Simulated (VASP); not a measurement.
# CdSe (I-4m2) in VASP: notebook, part 2 of 2

VASP 6.6.1.

## 4. Single point, LDA (in-plane strain +0.01, then relaxed in part)

Contents of INCAR:

```
PREC     = Accurate       # precision mode
ENCUT    = 520            # plane-wave cutoff, eV
EDIFF    = 1E-6           # SCF threshold, eV
ISMEAR   = 0              # smearing method
SIGMA    = 0.01           # smearing width, eV
LREAL    = False          # projectors in reciprocal space
LASPH    = True           # aspherical terms in the spheres
NELM     = 60             # most SCF steps
ALGO     = Normal         # electronic algorithm
ISIF     = 2              # what is computed and relaxed
LWAVE    = False          # write WAVECAR
LCHARG   = True           # write CHGCAR
LELF     = True           # ELF
LVHAR    = True         
NBANDS   = 16             # bands
```

Contents of KPOINTS:

```
regular mesh
0
Gamma
  6 6 6
```

Contents of POSCAR:

```
CdSe
1.0
    3.0340336132      3.0340336132      0.0000000000
   -3.0340336132      3.0340336132      0.0000000000
    0.0000000000      3.0340336132      2.9595455835
Cd Se
1 1
Direct
    0.0000000000      0.0000000000      0.0000000000
    0.7500000000      0.2500000000      0.5000000000
```

Potentials or basis: VASP PAW LDA potentials, release 64 (Cd, Se).

Started as:

```sh
cat potpaw_LDA.64/Cd/POTCAR potpaw_LDA.64/Se/POTCAR > POTCAR
mpirun -np 1 vasp_std > vasp.out
```

OUTCAR:

```text
PREC = Accurate
   ENCUT = 520
   EDIFF = 1E-6
   ISMEAR = 0
   LREAL = False
   LASPH = True
   NELM = 60
   ISIF = 2

 ion  position               nearest neighbor table
   1  0.000  0.000  0.000-   2 2.61   2 2.61   2 2.61   2 2.61
   2  0.750  0.250  0.500-   1 2.61   1 2.61   1 2.61   1 2.61

  LATTYP: Found a body centered tetragonal cell.
 ALAT       =     4.2907714845
 C/A-ratio  =     1.3794934520

  Lattice vectors:

 A1 = (   3.0340336132,   0.0000000000,  -2.9595455835)
 A2 = (  -3.0340336132,   0.0000000000,  -2.9595455835)
 A3 = (   0.0000000000,   3.0340336132,   2.9595455835)

Analysis of symmetry for initial positions (statically):
=====================================================================
 Subroutine PRICEL returns:
 Original cell was already a primitive cell.

 Routine SETGRP: Setting up the symmetry group for a
 body centered tetragonal supercell.

 Subroutine GETGRP returns: Found  8 space group operations
 (whereof  8 operations were pure point group operations)
 out of a pool of 16 trial point group operations.

The static configuration has the point symmetry D_2d.

Analysis of symmetry for dynamics (positions and initial velocities):
=====================================================================
 Subroutine PRICEL returns:
 Original cell was already a primitive cell.

 Routine SETGRP: Setting up the symmetry group for a
 body centered tetragonal supercell.

 Subroutine GETGRP returns: Found  8 space group operations
 (whereof  8 operations were pure point group operations)
 out of a pool of 16 trial point group operations.

The dynamic configuration has the point symmetry D_2d.

 Subroutine INISYM returns: Found  8 space group operations
 (whereof  8 operations are pure point group operations),
 and found     1 'primitive' translations

----------------------------------------------------------------------------------------

                                     Primitive cell

  volume of cell :      54.4874

  direct lattice vectors                    reciprocal lattice vectors
     3.034033613  3.034033613  0.000000000     0.164797120  0.164797120 -0.168944855
    -3.034033613  3.034033613  0.000000000    -0.164797120  0.164797120 -0.168944855
     0.000000000  3.034033613  2.959545584     0.000000000  0.000000000  0.337889710

  length of vectors
     4.290771484  4.290771484  4.238427778     0.287851603  0.287851603  0.337889710

  position of ions in fractional coordinates (direct lattice)
     0.000000000  0.000000000  0.000000000
     0.750000000  0.250000000  0.500000000

  ion indices of the primitive-cell ions
   primitive index   ion index
                 1           1
                 2           2

----------------------------------------------------------------------------------------

 KPOINTS: regular mesh

Automatic generation of k-mesh.
 Grid dimensions read from file:
 generate k-points for:    6    6    6

 Generating k-lattice:

  Cartesian coordinates                     Fractional coordinates (reciprocal lattice)
     0.027466187  0.027466187 -0.028157476     0.166666667  0.000000000  0.000000000
    -0.027466187  0.027466187 -0.028157476     0.000000000  0.166666667  0.000000000
     0.000000000  0.000000000  0.056314952     0.000000000  0.000000000  0.166666667

  Length of vectors
     0.047975267  0.047975267  0.056314952

  Shift w.r.t. Gamma in fractional coordinates (k-lattice)
     0.000000000  0.000000000  0.000000000

 Subroutine IBZKPT returns following result:
 ===========================================

 Found     30 irreducible k-points:

 Following reciprocal coordinates:
            Coordinates               Weight
  0.000000  0.000000  0.000000      1.000000
  0.166667  0.000000  0.000000      8.000000
  0.333333  0.000000  0.000000      8.000000
  0.500000  0.000000  0.000000      4.000000
  0.166667  0.166667  0.000000      8.000000
  0.333333  0.166667  0.000000     16.000000
[... 16 lines left out ...]
 -0.333333 -0.333333  0.166667      4.000000
 -0.166667 -0.333333  0.166667     16.000000
 [... further k-points ...]
   k-points           NKPTS =     30   k-points in BZ     NKDIM =     30   number of bands    NBANDS=     16
   number of dos      NEDOS =    301   number of ions     NIONS =      2
   total plane-waves  NPLWV =  32768
   dimension x,y,z NGX =    32 NGY =   32 NGZ =   32
   dimension x,y,z NGXF=    64 NGYF=   64 NGZF=   64
   ions per type =               1   1
   NGX,Y,Z   is equivalent  to a cutoff of  12.40, 12.40, 12.55 a.u.
   NGXF,Y,Z  is equivalent  to a cutoff of  24.80, 24.80, 25.10 a.u.
 SYSTEM =  unknown system
   PREC   = accura    normal or accurate (medium, high low for compatibility)
   ISTART =      0    job   : 0-new  1-cont  2-samecut
   ICHARG =      2    charge: 1-file 2-atom 10-const
   ISPIN  =      1    spin polarized calculation?
   LNONCOLLINEAR =      F non collinear calculations
   LSORBIT =      F    spin-orbit coupling
   LASPH  =      T    aspherical Exc in radial PAW
   ENCUT  =  520.0 eV  38.22 Ry    6.18 a.u.   7.98  7.98  7.88*2*pi/ulx,y,z
   NELM   =     60;   NELMIN=  2; NELMDL= -5     # of ELM steps
   EDIFF  = 0.1E-05   stopping-criterion for ELM
   LREAL  =      F    real-space projection
[... 7 lines left out ...]
   TEBEG  =    0.0;   TEEND  =   0.0 temperature during run
   PSTRESS=    0.0 pullay stress
   NELECT =      18.0000    total number of electrons
   NUPDOWN=      -1.0000    fix difference up-down
   EMIN   =  10.00;   EMAX   =-10.00  energy-range for DOS
   EFERMI =   0.00;   METHOD = LEGACY
   ISMEAR =     0;   SIGMA  =   0.01  broadening in eV -4-tet -1-fermi 0-gaus
   EFERMI_NEDOS =   21; number of points for ismear=-14 and -15
   IALGO  =     38    algorithm
   IMIX   =      4    mixing-type and parameters
     AMIX     =   0.40;   BMIX     =  1.00
     AMIX_MAG =   1.60;   BMIX_MAG =  1.00
  volume/ion in A,a.u.               =      27.24       183.85
  Fermi-wavevector in a.u.,A,eV,Ry     =   1.131706  2.138615 17.425786  1.280759
  Thomas-Fermi vector in A             =   2.268406
   LORBIT       =      0    0 simple, 1 ext, 2 COOP (PROOUT), +10 PAW based schemes
   GGA     = CA    functional components
   LHFCALC =     F    Hartree Fock is set to
   AEXX    =    0.0000 exact exchange contribution
   IVDW    =     0    specifies the selected vdW correction
   LEPSILON=     F    determine dielectric tensor
   LRPA    =     F    only Hartree local field effects (RPA)
 non-spin polarized calculation
 Gauss-broadening in eV      SIGMA  =   0.01
  energy-cutoff  :      520.00
  volume of cell :       54.49
 maximum number of plane-waves:      1488
   NGX = 15   NGY = 15   NGZ = 15

 number of electron      17.9999996 magnetization

 Free energy of the ion-electron system (eV)
  ---------------------------------------------------
  ext. energy  EPLUGINS =         0.00000000
  ---------------------------------------------------
  free energy    TOTEN  =        -6.75568676 eV

  energy without entropy =       -6.75568676  energy(sigma->0) =       -6.75568676

 E-fermi :   1.2166     XC(G=0):  -9.4316

 val. band max:        1.1334123489   @ k =   0.0000   0.0000   0.0000
 cond. band min:       1.5055832546   @ k =   0.0000   0.0000   0.0000
 fundamental gap:      0.3721709057
 Fermi energy:         1.2165734469

 k-point     1 :       0.0000    0.0000    0.0000
  band No.  band energies     occupation
      1     -11.7479      2.00000
      2      -6.9934      2.00000
      3      -6.9934      2.00000
      4      -6.9826      2.00000
      5      -6.5808      2.00000
      6      -6.5712      2.00000
[... 8 lines left out ...]
     15      12.0529      0.00000
     16      12.4081      0.00000

 k-point     2 :       0.1667    0.0000    0.0000
  band No.  band energies     occupation
      1     -11.6471      2.00000
      2      -6.9620      2.00000
      3      -6.9547      2.00000
      4      -6.9007      2.00000
      5      -6.5805      2.00000
      6      -6.5738      2.00000
[... 8 lines left out ...]
     15      11.1834      0.00000
     16      11.5173      0.00000
[... 387 lines left out ...]
      5      -6.5503      2.00000
      6      -6.0868      2.00000
[... 8 lines left out ...]
     15      13.8511      0.00000
     16      14.3484      0.00000

 k-point    24 :      -0.1667   -0.3333    0.1667
  band No.  band energies     occupation
      1     -11.2407      2.00000
      2      -6.8250      2.00000
      3      -6.7914      2.00000
      4      -6.6152      2.00000
      5      -6.5656      2.00000
      6      -6.1062      2.00000
[... 8 lines left out ...]
     15      12.9577      0.00000
     16      14.3026      0.00000

 [... further k-points ...]
[... 5 lines left out ...]
  --------------------------------------------------------------------------------------
  -------------------------------------------------------------------------------------
  Total        0.0129315      0.0129315      0.1610263      0.0000000      0.0000000      0.0000000
  in kB        0.3802463      0.3802463      4.7349098      0.0000000      0.0000000      0.0000000
  external PRESSURE =       1.8318008 kB  Pullay stress =       0.0000000 kB

 VOLUME and BASIS-vectors are now :
 -----------------------------------------------------------------------------
  energy-cutoff  :      520.00
  volume of cell :       54.49
      direct lattice vectors                 reciprocal lattice vectors
     3.034033613  3.034033613  0.000000000     0.164797120  0.164797120 -0.168944855
    -3.034033613  3.034033613  0.000000000    -0.164797120  0.164797120 -0.168944855
     0.000000000  3.034033613  2.959545584     0.000000000  0.000000000  0.337889710

 POSITION                                       TOTAL-FORCE (eV/Angst)
 -----------------------------------------------------------------------------------
      0.00000      0.00000      0.00000         0.000000      0.000000      0.000000
      1.51702      4.55105      1.47977        -0.000000     -0.000000      0.000000
 -----------------------------------------------------------------------------------
    total drift:                                0.000000     -0.000000     -0.000000

  FREE ENERGIE OF THE ION-ELECTRON SYSTEM (eV)
  ---------------------------------------------------
  free  energy   TOTEN  =        -6.7556867592 eV

  energy  without entropy=       -6.7556867592  energy(sigma->0) =       -6.75568676
```

Run time: 38 s. Hardware: 1 thread of AMD EPYC 7R13, shared host; peak memory 0.14 GiB.

Results:

```
Free energy            : -6.7557 eV
Pressure               : 0.2 GPa
Band gap on the k mesh : 0.37 eV, direct
```

Caveat: the cell differs from its parent crystal (in-plane strain +0.01, then relaxed in part).

## 5. The runs side by side

| cell | gap on the mesh (eV) | pressure (GPa) |
| --- | --- | --- |
| a = 4.270, b = 4.270, c = 4.253 Å, angles 59.9, 59.9, 90.0°, 2 atoms | 0.40 | 0.1 |
| a = 4.270, b = 4.270, c = 4.245 Å, angles 59.8, 59.8, 90.0°, 2 atoms | 0.40 | 0.3 |
| a = 4.291, b = 4.291, c = 4.238 Å, angles 59.6, 59.6, 90.0°, 2 atoms | 0.37 | 0.2 |

Alike in all rows: task single point; level LDA; potentials or basis VASP PAW LDA potentials, release 64 (Cd, Se); no spin polarisation; k mesh 6 × 6 × 6; cutoff (eV) 520; smearing gaussian 0.01 eV.

Absolute energies hang on the potentials; compare differences alone.
